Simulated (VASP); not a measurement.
# Al2O3 (P-3m1) in VASP: single point with PBEsol

Aim: the single point of Al2O3 with PBEsol.

All numbers are computed with VASP 6.6.1; they aren't measurements. Logs are shortened: lines on timing, memory, paths and dates and some standing lists are left out, and cuts for length are marked.

## Step 1: The cell of the first run

The structure is trigonal, space group P-3m1 (No. 164). Conventional cell: a = 3.017 Å, b = 3.017 Å, c = 7.575 Å, α = 90.00°, β = 90.00°, γ = 120.00°. Al (site symmetry 3m) has 4 O at 1.68 to 1.84 Å within 2.2 Å. Within 2.4 Å of O (site symmetry 3m) lie 3 Al at 1.84 Å. O (site symmetry -3m) has 2 Al at 1.68 Å within 2.2 Å.

## Step 2: Single point, PBEsol

Input file INCAR:

```
SYSTEM = Al2O3
PREC = Accurate
ENCUT = 520
EDIFF = 1E-7
ISMEAR = 0
SIGMA = 0.05
LREAL = .FALSE.
LASPH = .TRUE.
NELM = 60
ALGO = Normal
ISIF = 2
LWAVE = .FALSE.
LCHARG = .FALSE.
GGA = PS
NBANDS = 20
```

Input file KPOINTS:

```
regular mesh
0
G
  12 12 4
  0 0 0
```

Input file POSCAR:

```
Al2O3
1.0
    3.0174825440      0.0000000000      0.0000000000
   -1.5087412720      2.6132165386      0.0000000000
    0.0000000000      0.0000000000      7.5746360022
Al O
2 3
Direct
    0.0000000000      0.0000000000      0.2779510000
    0.0000000000      0.0000000000      0.7220490000
    0.3333333333      0.6666666667      0.1994540000
    0.6666666667      0.3333333333      0.8005460000
    0.0000000000      0.0000000000      0.5000000000
```

Potentials or basis: VASP PAW PBE potentials, release 64 (Al, O).

Run with:

```console
> cat potpaw_PBE.64/Al/POTCAR potpaw_PBE.64/O/POTCAR > POTCAR
> mpirun -np 1 vasp_std > vasp.out
```

OUTCAR:

```text
SYSTEM = Al2O3
   PREC = Accurate
   ENCUT = 520
   EDIFF = 1E-7
   ISMEAR = 0
   LREAL = .FALSE.
   LASPH = .TRUE.
   NELM = 60
   ISIF = 2
   GGA = PS

 ion  position               nearest neighbor table
   1  0.000  0.000  0.278-   5 1.68   3 1.84   3 1.84   3 1.84   2 3.36
   2  0.000  0.000  0.722-   5 1.68   4 1.84   4 1.84   4 1.84   1 3.36
   3  0.333  0.667  0.199-   1 1.84   1 1.84   1 1.84
   4  0.667  0.333  0.801-   2 1.84   2 1.84   2 1.84
   5  0.000  0.000  0.500-   1 1.68   2 1.68

  LATTYP: Found a hexagonal cell.
 ALAT       =     3.0174825440
 C/A-ratio  =     2.5102501478

  Lattice vectors:

 A1 = (   3.0174825440,   0.0000000000,   0.0000000000)
 A2 = (  -1.5087412720,   2.6132165386,   0.0000000000)
 A3 = (   0.0000000000,   0.0000000000,   7.5746360022)

Analysis of symmetry for initial positions (statically):
=====================================================================
 Subroutine PRICEL returns:
 Original cell was already a primitive cell.

 Routine SETGRP: Setting up the symmetry group for a
 hexagonal supercell.

 Subroutine GETGRP returns: Found 12 space group operations
 (whereof 12 operations were pure point group operations)
 out of a pool of 24 trial point group operations.

The static configuration has the point symmetry D_3d.

Analysis of symmetry for dynamics (positions and initial velocities):
=====================================================================
 Subroutine PRICEL returns:
 Original cell was already a primitive cell.

 Routine SETGRP: Setting up the symmetry group for a
 hexagonal supercell.

 Subroutine GETGRP returns: Found 12 space group operations
 (whereof 12 operations were pure point group operations)
 out of a pool of 24 trial point group operations.

The dynamic configuration has the point symmetry D_3d.

 Subroutine INISYM returns: Found 12 space group operations
 (whereof 12 operations are pure point group operations),
 and found     1 'primitive' translations

----------------------------------------------------------------------------------------

                                     Primitive cell

  volume of cell :      59.7285

  direct lattice vectors                    reciprocal lattice vectors
     3.017482544  0.000000000  0.000000000     0.331402083  0.191335082  0.000000000
    -1.508741272  2.613216539  0.000000000     0.000000000  0.382670163  0.000000000
     0.000000000  0.000000000  7.574636002     0.000000000  0.000000000  0.132019545

  length of vectors
     3.017482544  3.017482544  7.574636002     0.382670163  0.382670163  0.132019545

  position of ions in fractional coordinates (direct lattice)
     0.000000000  0.000000000  0.277951000
     0.000000000  0.000000000  0.722049000
     0.333333333  0.666666667  0.199454000
     0.666666667  0.333333333  0.800546000
     0.000000000  0.000000000  0.500000000

  ion indices of the primitive-cell ions
   primitive index   ion index
                 1           1
                 2           2
                 3           3
                 4           4
                 5           5

----------------------------------------------------------------------------------------

 KPOINTS: regular mesh

Automatic generation of k-mesh.
 Grid dimensions read from file:
 generate k-points for:   12   12    4

 Generating k-lattice:

  Cartesian coordinates                     Fractional coordinates (reciprocal lattice)
     0.027616840  0.015944590  0.000000000     0.083333333  0.000000000  0.000000000
     0.000000000  0.031889180  0.000000000     0.000000000  0.083333333  0.000000000
     0.000000000  0.000000000  0.033004886     0.000000000  0.000000000  0.250000000

  Length of vectors
     0.031889180  0.031889180  0.033004886

  Shift w.r.t. Gamma in fractional coordinates (k-lattice)
     0.000000000  0.000000000  0.000000000

 Subroutine IBZKPT returns following result:
 ===========================================

 Found     69 irreducible k-points:

 Following reciprocal coordinates:
            Coordinates               Weight
  0.000000  0.000000  0.000000      1.000000
  0.083333  0.000000  0.000000      6.000000
  0.166667  0.000000  0.000000      6.000000
  0.250000  0.000000  0.000000      6.000000
  0.333333  0.000000  0.000000      6.000000
  0.416667  0.000000  0.000000      6.000000
[... 16 lines left out ...]
  0.166667  0.000000  0.250000      6.000000
  0.000000  0.166667  0.250000      6.000000
 [... further k-points ...]
   k-points           NKPTS =     69   k-points in BZ     NKDIM =     69   number of bands    NBANDS=     20
   number of dos      NEDOS =    301   number of ions     NIONS =      5
   total plane-waves  NPLWV =  32256
   dimension x,y,z NGX =    24 NGY =   24 NGZ =   56
   dimension x,y,z NGXF=    48 NGYF=   48 NGZF=  112
   ions per type =               2   3
   NGX,Y,Z   is equivalent  to a cutoff of  13.22, 13.22, 12.29 a.u.
   NGXF,Y,Z  is equivalent  to a cutoff of  26.45, 26.45, 24.58 a.u.
 SYSTEM =  Al2O3
   PREC   = accura    normal or accurate (medium, high low for compatibility)
   ISTART =      0    job   : 0-new  1-cont  2-samecut
   ICHARG =      2    charge: 1-file 2-atom 10-const
   ISPIN  =      1    spin polarized calculation?
   LNONCOLLINEAR =      F non collinear calculations
   LSORBIT =      F    spin-orbit coupling
   LASPH  =      T    aspherical Exc in radial PAW
   ENCUT  =  520.0 eV  38.22 Ry    6.18 a.u.   5.61  5.61 14.08*2*pi/ulx,y,z
   NELM   =     60;   NELMIN=  2; NELMDL= -5     # of ELM steps
   EDIFF  = 0.1E-06   stopping-criterion for ELM
   LREAL  =      F    real-space projection
   EDIFFG = 0.1E-05   stopping-criterion for IOM
   NSW    =      0    number of steps for IOM
   IBRION =     -1    ionic relax: 0-MD 1-quasi-New 2-CG
   NFREE  =      0    steps in history (QN), initial steepest desc. (CG)
   ISIF   =      2    stress and relaxation
   ISYM   =      2    0-nonsym 1-usesym 2-fastsym
   POTIM  = 0.5000    time-step for ionic-motion
   TEBEG  =    0.0;   TEEND  =   0.0 temperature during run
   PSTRESS=    0.0 pullay stress
   NELECT =      24.0000    total number of electrons
   NUPDOWN=      -1.0000    fix difference up-down
   EMIN   =  10.00;   EMAX   =-10.00  energy-range for DOS
   EFERMI =   0.00;   METHOD = LEGACY
   ISMEAR =     0;   SIGMA  =   0.05  broadening in eV -4-tet -1-fermi 0-gaus
   EFERMI_NEDOS =   21; number of points for ismear=-14 and -15
   IALGO  =     38    algorithm
   IMIX   =      4    mixing-type and parameters
     AMIX     =   0.40;   BMIX     =  1.00
     AMIX_MAG =   1.60;   BMIX_MAG =  1.00
  volume/ion in A,a.u.               =      11.95        80.61
  Fermi-wavevector in a.u.,A,eV,Ry     =   1.208049  2.282882 19.856107  1.459383
  Thomas-Fermi vector in A             =   2.343669
   LORBIT       =      0    0 simple, 1 ext, 2 COOP (PROOUT), +10 PAW based schemes
   GGA     = PS    functional components
   LHFCALC =     F    Hartree Fock is set to
   AEXX    =    0.0000 exact exchange contribution
   IVDW    =     0    specifies the selected vdW correction
   LEPSILON=     F    determine dielectric tensor
   LRPA    =     F    only Hartree local field effects (RPA)
 non-spin polarized calculation
 Gauss-broadening in eV      SIGMA  =   0.05
  energy-cutoff  :      520.00
  volume of cell :       59.73
 maximum number of plane-waves:      1632
 NGX is ok and might be reduce to    24
   NGX = 11   NGY = 11   NGZ = 29

 number of electron      24.0000012 magnetization

 Free energy of the ion-electron system (eV)
  ---------------------------------------------------
  ext. energy  EPLUGINS =         0.00000000
  ---------------------------------------------------
  free energy    TOTEN  =       -37.72807264 eV

  energy without entropy =      -37.72807264  energy(sigma->0) =      -37.72807264

 E-fermi :   4.0195     XC(G=0):  -9.9413

 val. band max:        3.7448947358   @ k =   0.0000   0.0000   0.0000
 cond. band min:       5.9389897139   @ k =   0.0000   0.0000   0.0000
 fundamental gap:      2.1940949781
 Fermi energy:         4.0195150597

 k-point     1 :       0.0000    0.0000    0.0000
  band No.  band energies     occupation
      1     -15.8025      2.00000
      2     -15.6058      2.00000
      3     -13.0412      2.00000
      4      -2.1389      2.00000
      5      -0.7758      2.00000
      6       0.0128      2.00000
[... 12 lines left out ...]
     19      15.6969      0.00000
     20      16.0593      0.00000

 k-point     2 :       0.0833    0.0000    0.0000
  band No.  band energies     occupation
      1     -15.7478      2.00000
      2     -15.5573      2.00000
      3     -13.0122      2.00000
      4      -2.1143      2.00000
      5      -0.7467      2.00000
      6      -0.2666      2.00000
[... 12 lines left out ...]
     19      15.7383      0.00000
     20      15.8592      0.00000

 k-point     3 :       0.1667    0.0000    0.0000
  band No.  band energies     occupation
      1     -15.5931      2.00000
      2     -15.4218      2.00000
      3     -12.9327      2.00000
      4      -2.1252      2.00000
      5      -1.0506      2.00000
      6      -0.7111      2.00000
[... 12 lines left out ...]
     19      15.6521      0.00000
     20      16.2605      0.00000

 k-point     4 :       0.2500    0.0000    0.0000
  band No.  band energies     occupation
      1     -15.3685      2.00000
      2     -15.2286      2.00000
      3     -12.8234      2.00000
      4      -2.4341      2.00000
      5      -1.8735      2.00000
      6      -0.9080      2.00000
[... 429 lines left out ...]
 k-point    23 :       0.1667    0.0000    0.2500
  band No.  band energies     occupation
      1     -15.5703      2.00000
      2     -15.4473      2.00000
      3     -12.9290      2.00000
      4      -2.1569      2.00000
      5      -1.0471      2.00000
      6      -0.8787      2.00000
[... 12 lines left out ...]
     19      16.0021      0.00000
     20      16.2053      0.00000

 k-point    24 :       0.0000    0.1667    0.2500
  band No.  band energies     occupation
      1     -15.5690      2.00000
      2     -15.4488      2.00000
      3     -12.9287      2.00000
      4      -2.1703      2.00000
      5      -1.0455      2.00000
      6      -0.9095      2.00000
[... 12 lines left out ...]
     19      16.2281      0.00000
     20      16.2648      0.00000

 [... further k-points ...]

------------------------ aborting loop because EDIFF is reached ----------------------------------------

  FORCE on cell =-STRESS in cart. coord.  units (eV):
  Direction    XX          YY          ZZ          XY          YZ          ZX
  --------------------------------------------------------------------------------------
  -------------------------------------------------------------------------------------
  Total       -1.4692110     -1.4692110     -0.9796090      0.0000000      0.0000000      0.0000000
  in kB      -39.4105785    -39.4105785    -26.2773407      0.0000000      0.0000000      0.0000000
  external PRESSURE =     -35.0328326 kB  Pullay stress =       0.0000000 kB

 VOLUME and BASIS-vectors are now :
 -----------------------------------------------------------------------------
  energy-cutoff  :      520.00
  volume of cell :       59.73
      direct lattice vectors                 reciprocal lattice vectors
     3.017482544  0.000000000  0.000000000     0.331402083  0.191335082  0.000000000
    -1.508741272  2.613216539  0.000000000     0.000000000  0.382670163  0.000000000
     0.000000000  0.000000000  7.574636002     0.000000000  0.000000000  0.132019545

 POSITION                                       TOTAL-FORCE (eV/Angst)
 -----------------------------------------------------------------------------------
      0.00000      0.00000      2.10538        -0.000000      0.000000      0.091800
      0.00000      0.00000      5.46926         0.000000      0.000000     -0.091800
     -0.00000      1.74214      1.51079         0.000000     -0.000000      0.188038
      1.50874      0.87107      6.06384         0.000000      0.000000     -0.188038
      0.00000      0.00000      3.78732        -0.000000      0.000000      0.000000
 -----------------------------------------------------------------------------------
    total drift:                                0.000000      0.000000     -0.000000

  FREE ENERGIE OF THE ION-ELECTRON SYSTEM (eV)
  ---------------------------------------------------
  free  energy   TOTEN  =       -37.7280726410 eV

  energy  without entropy=      -37.7280726410  energy(sigma->0) =      -37.72807264
```

It took 31 s on 1 thread of Intel Xeon 6975P-C (Granite Rapids), shared host; peak memory 0.2 GiB.

What came out:

| Item | Value |
| --- | --- |
| Free energy | -37.7281 eV |
| Pressure | -3.5 GPa |
| Largest force | 0.188 eV/Å |
| Band gap on the k mesh | 2.19 eV, direct |

Forces on the atoms (eV/Å):
```
Al   0.000  0.000  0.092
Al   0.000  0.000 -0.092
O    0.000  0.000  0.188
O    0.000  0.000 -0.188
O    0.000  0.000  0.000
```

Levels at points of the mesh, in eV from the valence-band top:
```
           k point  band 9  band 10  band 11  band 12  band 13  band 14  band 15  band 16
(0.00, 0.00, 0.00)   -3.72    -2.34     0.00     0.00     2.19     4.19     7.22    10.39
(0.50, 0.00, 0.00)   -3.56    -3.12    -1.78    -0.49     4.45     6.08     8.06     8.83
(0.00, 0.00, 0.50)   -3.67    -3.12     0.00     0.00     3.15     3.23     7.98     8.63
(0.50, 0.00, 0.50)   -3.45    -3.34    -1.71    -0.49     4.90     5.47     8.00     8.52
```

Caveat: the PAW data sets were made with another functional, which shifts forces and pressure a little.
